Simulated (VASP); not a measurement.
# Cd3SeS2 (P6_3mc) in VASP: further runs

Cd3SeS2 is run at these levels: PBE; tasks: single point.

Program: VASP 6.6.1. These are calculated values, not measurements. Logs are shortened: lines on timing, memory, paths and dates and some standing lists are left out, and cuts for length are marked.

## 1. The cell of the first run

Symmetry: P6_3mc, No. 186, hexagonal system. Conventional cell: a = 4.257 Å, b = 4.257 Å, c = 20.823 Å, α = 90.00°, β = 90.00°, γ = 120.00°. Within 3.4 Å of Cd (site symmetry 3m) lie 4 S at 2.57 to 2.59 Å. Cd (site symmetry 3m) has 1 S at 2.57 Å and 3 Se at 2.65 Å within 3.4 Å. Within 3.4 Å of Cd (site symmetry 3m) lie 3 S at 2.58 Å and 1 Se at 2.69 Å. Within 3.5 Å of Se (site symmetry 3m) lie 4 Cd at 2.65 to 2.69 Å. Within 3.4 Å of S (site symmetry 3m) lie 4 Cd at 2.57 to 2.58 Å. S (site symmetry 3m) has 4 Cd at 2.57 to 2.59 Å within 3.4 Å.

## 2. Single point, PBE

INCAR

```
PREC     = Accurate       # precision mode
ENCUT    = 520            # plane-wave cutoff, eV
EDIFF    = 1E-7           # SCF threshold, eV
ISMEAR   = 0              # smearing method
SIGMA    = 0.1            # smearing width, eV
LREAL    = False          # projectors in reciprocal space
LASPH    = True           # aspherical terms in the spheres
NELM     = 80             # most SCF steps
ALGO     = Normal         # electronic algorithm
ISIF     = 2              # what is computed and relaxed
LWAVE    = False          # write WAVECAR
LCHARG   = False          # write CHGCAR
GGA      = PE             # functional
NBANDS   = 66             # bands
```

KPOINTS

```
regular mesh
0
Gamma
  6 6 1
```

POSCAR

```
Cd3SeS2
1.0
    4.2570224000      0.0000000000      0.0000000000
   -2.1285112000      3.6866896000      0.0000000000
    0.0000000000      0.0000000000     20.8231224000
Cd Se S
6 2 4
Direct
    0.6666667000      0.3333333000      0.9997850000
    0.6666667000      0.3333333000      0.3380020000
    0.6666667000      0.3333333000      0.6617890000
    0.3333333000      0.6666667000      0.1617890000
    0.3333333000      0.6666667000      0.4997850000
    0.3333333000      0.6666667000      0.8380020000
    0.6666667000      0.3333333000      0.7907640000
    0.3333333000      0.6666667000      0.2907640000
    0.6666667000      0.3333333000      0.1233560000
    0.6666667000      0.3333333000      0.4613040000
    0.3333333000      0.6666667000      0.6233560000
    0.3333333000      0.6666667000      0.9613040000
```

Potentials or basis: VASP PAW PBE potentials, release 64 (Cd, Se, S).

On the command line:

```console
$ cat potpaw_PBE.64/Cd/POTCAR potpaw_PBE.64/Se/POTCAR potpaw_PBE.64/S/POTCAR > POTCAR
$ mpirun -np 1 vasp_std > vasp.out
```

OUTCAR:

```text
PREC = Accurate
   ENCUT = 520
   EDIFF = 1E-7
   ISMEAR = 0
   LREAL = False
   LASPH = True
   NELM = 80
   ISIF = 2
   GGA = PE

 ion  position               nearest neighbor table
   1  0.667  0.333  1.000-   9 2.57  12 2.59  12 2.59  12 2.59
   2  0.667  0.333  0.338-  10 2.57   8 2.65   8 2.65   8 2.65
   3  0.667  0.333  0.662-  11 2.58  11 2.58  11 2.58   7 2.69
   4  0.333  0.667  0.162-   9 2.58   9 2.58   9 2.58   8 2.69
   5  0.333  0.667  0.500-  11 2.57  10 2.59  10 2.59  10 2.59
   6  0.333  0.667  0.838-  12 2.57   7 2.65   7 2.65   7 2.65
   7  0.667  0.333  0.791-   6 2.65   6 2.65   6 2.65   3 2.69
   8  0.333  0.667  0.291-   2 2.65   2 2.65   2 2.65   4 2.69
   9  0.667  0.333  0.123-   1 2.57   4 2.58   4 2.58   4 2.58
  10  0.667  0.333  0.461-   2 2.57   5 2.59   5 2.59   5 2.59
  11  0.333  0.667  0.623-   5 2.57   3 2.58   3 2.58   3 2.58
  12  0.333  0.667  0.961-   6 2.57   1 2.59   1 2.59   1 2.59

  LATTYP: Found a hexagonal cell.
 ALAT       =     4.2570224000
 C/A-ratio  =     4.8914758823

  Lattice vectors:

 A1 = (   4.2570224000,   0.0000000000,   0.0000000000)
 A2 = (  -2.1285112000,   3.6866896000,   0.0000000000)
 A3 = (   0.0000000000,   0.0000000000,  20.8231224000)

Analysis of symmetry for initial positions (statically):
=====================================================================
 Subroutine PRICEL returns:
 Original cell was already a primitive cell.

 Routine SETGRP: Setting up the symmetry group for a
 hexagonal supercell.

 Subroutine GETGRP returns: Found 12 space group operations
 (whereof  6 operations were pure point group operations)
 out of a pool of 24 trial point group operations.

The static configuration has the point symmetry C_3v.
 The point group associated with its full space group is C_6v.

Analysis of symmetry for dynamics (positions and initial velocities):
=====================================================================
 Subroutine PRICEL returns:
 Original cell was already a primitive cell.

 Routine SETGRP: Setting up the symmetry group for a
 hexagonal supercell.

 Subroutine GETGRP returns: Found 12 space group operations
 (whereof  6 operations were pure point group operations)
 out of a pool of 24 trial point group operations.

The dynamic configuration has the point symmetry C_3v.
[... 110 lines left out ...]
   POTIM  = 0.5000    time-step for ionic-motion
   TEBEG  =    0.0;   TEEND  =   0.0 temperature during run
   PSTRESS=    0.0 pullay stress
   NELECT =     108.0000    total number of electrons
   NUPDOWN=      -1.0000    fix difference up-down
   EMIN   =  10.00;   EMAX   =-10.00  energy-range for DOS
   EFERMI =   0.00;   METHOD = LEGACY
   ISMEAR =     0;   SIGMA  =   0.10  broadening in eV -4-tet -1-fermi 0-gaus
   EFERMI_NEDOS =   21; number of points for ismear=-14 and -15
   IALGO  =     38    algorithm
   IMIX   =      4    mixing-type and parameters
     AMIX     =   0.40;   BMIX     =  1.00
     AMIX_MAG =   1.60;   BMIX_MAG =  1.00
  volume/ion in A,a.u.               =      27.23       183.78
  Fermi-wavevector in a.u.,A,eV,Ry     =   1.131844  2.138875 17.430031  1.281071
  Thomas-Fermi vector in A             =   2.268544
   LORBIT       =      0    0 simple, 1 ext, 2 COOP (PROOUT), +10 PAW based schemes
   GGA     = PE    functional components
   LHFCALC =     F    Hartree Fock is set to
   AEXX    =    0.0000 exact exchange contribution
   IVDW    =     0    specifies the selected vdW correction
   LEPSILON=     F    determine dielectric tensor
   LRPA    =     F    only Hartree local field effects (RPA)
 non-spin polarized calculation
 Gauss-broadening in eV      SIGMA  =   0.10
  energy-cutoff  :      520.00
  volume of cell :      326.80
 maximum number of plane-waves:      8886
 NGX is ok and might be reduce to    32
   NGX = 15   NGY = 15   NGZ = 77

 number of electron     108.0000017 magnetization

 Free energy of the ion-electron system (eV)
  ---------------------------------------------------
  ext. energy  EPLUGINS =         0.00000000
  ---------------------------------------------------
  free energy    TOTEN  =       -35.49878405 eV

  energy without entropy =      -35.49878404  energy(sigma->0) =      -35.49878405

 E-fermi :   1.3126     XC(G=0):  -8.8217

 val. band max:        0.9439815342   @ k =   0.0000   0.0000   0.0000
 cond. band min:       1.6717547161   @ k =   0.0000   0.0000   0.0000
 fundamental gap:      0.7277731819
 Fermi energy:         1.3125923339

 k-point     1 :       0.0000    0.0000    0.0000
  band No.  band energies     occupation
      1     -11.3825      2.00000
      2     -11.2999      2.00000
      3     -11.2769      2.00000
      4     -11.1185      2.00000
      5     -11.0851      2.00000
      6     -11.0108      2.00000
[... 472 lines left out ...]
     65       6.9130      0.00000
     66       7.2413      0.00000

------------------------ aborting loop because EDIFF is reached ----------------------------------------

  FORCE on cell =-STRESS in cart. coord.  units (eV):
  Direction    XX          YY          ZZ          XY          YZ          ZX
  --------------------------------------------------------------------------------------
  -------------------------------------------------------------------------------------
  Total        0.5530118      0.5530118      0.5972637      0.0000000      0.0000000      0.0000000
  in kB        2.7111692      2.7111692      2.9281165      0.0000000      0.0000000      0.0000000
  external PRESSURE =       2.7834850 kB  Pullay stress =       0.0000000 kB

 VOLUME and BASIS-vectors are now :
 -----------------------------------------------------------------------------
  energy-cutoff  :      520.00
  volume of cell :      326.80
      direct lattice vectors                 reciprocal lattice vectors
     4.257022400  0.000000000  0.000000000     0.234905976  0.135623026  0.000000000
    -2.128511200  3.686689600  0.000000000     0.000000000  0.271246052  0.000000000
     0.000000000  0.000000000 20.823122400     0.000000000  0.000000000  0.048023538

 POSITION                                       TOTAL-FORCE (eV/Angst)
 -----------------------------------------------------------------------------------
      2.12851      1.22890     20.81865        -0.000000      0.000000     -0.003423
      2.12851      1.22890      7.03826         0.000000      0.000000     -0.000673
      2.12851      1.22890     13.78051         0.000000     -0.000000      0.000500
     -0.00000      2.45779      3.36895         0.000000      0.000000      0.000500
     -0.00000      2.45779     10.40708         0.000000     -0.000000     -0.003423
     -0.00000      2.45779     17.44982        -0.000000     -0.000000     -0.000673
      2.12851      1.22890     16.46618        -0.000000     -0.000000     -0.005588
     -0.00000      2.45779      6.05461        -0.000000      0.000000     -0.005588
      2.12851      1.22890      2.56866         0.000000      0.000000      0.006133
      2.12851      1.22890      9.60579        -0.000000      0.000000      0.003052
     -0.00000      2.45779     12.98022        -0.000000     -0.000000      0.006133
     -0.00000      2.45779     20.01735         0.000000     -0.000000      0.003052
 -----------------------------------------------------------------------------------
    total drift:                                0.000096     -0.000055      0.002319

  FREE ENERGIE OF THE ION-ELECTRON SYSTEM (eV)
  ---------------------------------------------------
  free  energy   TOTEN  =       -35.4987840509 eV

  energy  without entropy=      -35.4987840430  energy(sigma->0) =      -35.49878405
```

OSZICAR:

```text
N       E                     dE             d eps       ncg     rms          rms(c)
DAV:   1     0.779454011731E+03    0.77945E+03   -0.51550E+04   924   0.149E+03
DAV:   2     0.169721184256E+02   -0.76248E+03   -0.73881E+03  1034   0.366E+02
DAV:   3    -0.374566677895E+02   -0.54429E+02   -0.53938E+02  1062   0.929E+01
DAV:   4    -0.384812838009E+02   -0.10246E+01   -0.10216E+01  1040   0.118E+01
DAV:   5    -0.384994836406E+02   -0.18200E-01   -0.18196E-01  1076   0.153E+00    0.165E+01
DAV:   6    -0.355616913273E+02    0.29378E+01   -0.66741E+00  1122   0.151E+01    0.131E+01
DAV:   7    -0.355403393145E+02    0.21352E-01   -0.27819E+00  1020   0.549E+00    0.469E+00
DAV:   8    -0.354970905921E+02    0.43249E-01   -0.42493E-01  1016   0.378E+00    0.107E+00
DAV:   9    -0.354981203504E+02   -0.10298E-02   -0.59983E-02  1006   0.173E+00    0.345E-01
DAV:  10    -0.354980852146E+02    0.35136E-04   -0.42394E-03  1036   0.506E-01    0.164E-01
DAV:  11    -0.354986488237E+02   -0.56361E-03   -0.10995E-03   988   0.119E-01    0.679E-02
DAV:  12    -0.354987623550E+02   -0.11353E-03   -0.42810E-04  1046   0.102E-01    0.273E-02
DAV:  13    -0.354987734168E+02   -0.11062E-04   -0.66050E-05   992   0.546E-02    0.133E-02
DAV:  14    -0.354987834035E+02   -0.99867E-05   -0.21043E-05   980   0.181E-02    0.614E-03
DAV:  15    -0.354987839747E+02   -0.57119E-06   -0.11578E-06  1104   0.565E-03    0.357E-03
DAV:  16    -0.354987840890E+02   -0.11430E-06   -0.17201E-06  1044   0.775E-03    0.201E-03
DAV:  17    -0.354987840509E+02    0.38090E-07   -0.46350E-07   732   0.357E-03
   1 F= -.35498784E+02 E0= -.35498784E+02  d E =-.796010E-08
```

Wall time 2 min (1 thread of Intel Xeon 6975P-C (Granite Rapids), shared host); peak memory 0.46 GiB.

What came out:

- Free energy: -35.4988 eV
- Pressure: 0.3 GPa
- Largest force: 0.006 eV/Å
- Band gap on the k mesh: 0.73 eV

Forces in eV/Å, atoms in the order of the input:
```
Cd   0.000  0.000 -0.003
Cd   0.000  0.000 -0.001
Cd   0.000  0.000  0.001
Cd   0.000  0.000  0.001
Cd   0.000  0.000 -0.003
Cd   0.000  0.000 -0.001
Se   0.000  0.000 -0.006
Se   0.000  0.000 -0.006
S    0.000  0.000  0.006
S    0.000  0.000  0.003
S    0.000  0.000  0.006
S    0.000  0.000  0.003
```

Levels at points of the mesh, in eV from the valence-band top:
```csv
k point,band 52,band 53,band 54,band 55,band 56,band 57
"(0.00, 0.00, 0.00)",-0.05,0.00,0.00,0.73,1.94,2.00
"(0.50, 0.00, 0.00)",-1.09,-0.89,-0.76,2.85,2.88,3.24
```

## 3. Single point, PBE

INCAR

```
SYSTEM = Cd3SeS2
ALGO     = Normal         ! electronic algorithm
EDIFF    = 1E-6           ! SCF threshold, eV
ENCUT    = 520            ! plane-wave cutoff, eV
GGA      = PE             ! functional
ISIF     = 2              ! what is computed and relaxed
ISMEAR   = 0              ! smearing method
LASPH    = .TRUE.         ! aspherical terms in the spheres
LCHARG   = .FALSE.        ! write CHGCAR
LREAL    = .FALSE.        ! projectors in reciprocal space
LWAVE    = .FALSE.        ! write WAVECAR
NBANDS   = 66             ! bands
NELM     = 60             ! most SCF steps
PREC     = Accurate       ! precision mode
SIGMA    = 0.1            ! smearing width, eV
```

KPOINTS

```
k-points
0
G
  6 6 1
  0 0 0
```

POSCAR

```
Cd3SeS2
1.0
    4.2570224330      0.0000000000      0.0000000000
   -2.1285112165      3.6866895714      0.0000000000
    0.0000000000      0.0000000000     20.8231224000
Cd Se S
6 2 4
Direct
    0.6666666667      0.3333333333      0.9997850000
    0.6666666667      0.3333333333      0.3380020000
    0.6666666667      0.3333333333      0.6617890000
    0.3333333333      0.6666666667      0.1617890000
    0.3333333333      0.6666666667      0.4997850000
    0.3333333333      0.6666666667      0.8380020000
    0.6666666667      0.3333333333      0.7907640000
    0.3333333333      0.6666666667      0.2907640000
    0.6666666667      0.3333333333      0.1233560000
    0.6666666667      0.3333333333      0.4613040000
    0.3333333333      0.6666666667      0.6233560000
    0.3333333333      0.6666666667      0.9613040000
```

Potentials or basis: VASP PAW PBE potentials, release 64 (Cd, Se, S).

On the command line:

```console
$ cat potpaw_PBE.64/Cd/POTCAR potpaw_PBE.64/Se/POTCAR potpaw_PBE.64/S/POTCAR > POTCAR
$ mpirun -np 1 vasp_std > vasp.out
```

It took 85 s on 1 thread of Intel Xeon 6975P-C (Granite Rapids), shared host; peak memory 0.48 GiB.

It converged, with:

| Property | Result |
| --- | --- |
| Free energy | -35.4988 eV |
| Pressure | 0.3 GPa |
| Largest force | 0.006 eV/Å |
| Band gap on the k mesh | 0.73 eV |

Forces in eV/Å, atoms in the order of the input:
```
Cd   0.000  0.000 -0.003
Cd   0.000  0.000 -0.001
Cd   0.000  0.000  0.000
Cd   0.000  0.000  0.000
Cd   0.000  0.000 -0.003
Cd   0.000  0.000 -0.001
Se   0.000  0.000 -0.006
Se   0.000  0.000 -0.006
S    0.000  0.000  0.006
S    0.000  0.000  0.003
S    0.000  0.000  0.006
S    0.000  0.000  0.003
```

Levels at points of the mesh, in eV from the valence-band top:
| k point | band 51 | band 52 | band 53 | band 54 | band 55 | band 56 | band 57 | band 58 |
| --- | --- | --- | --- | --- | --- | --- | --- | --- |
| (0.00, 0.00, 0.00) | -0.05 | -0.05 | 0.00 | 0.00 | 0.73 | 1.94 | 2.00 | 2.33 |
| (0.50, 0.00, 0.00) | -1.27 | -1.09 | -0.89 | -0.76 | 2.85 | 2.88 | 3.24 | 3.40 |
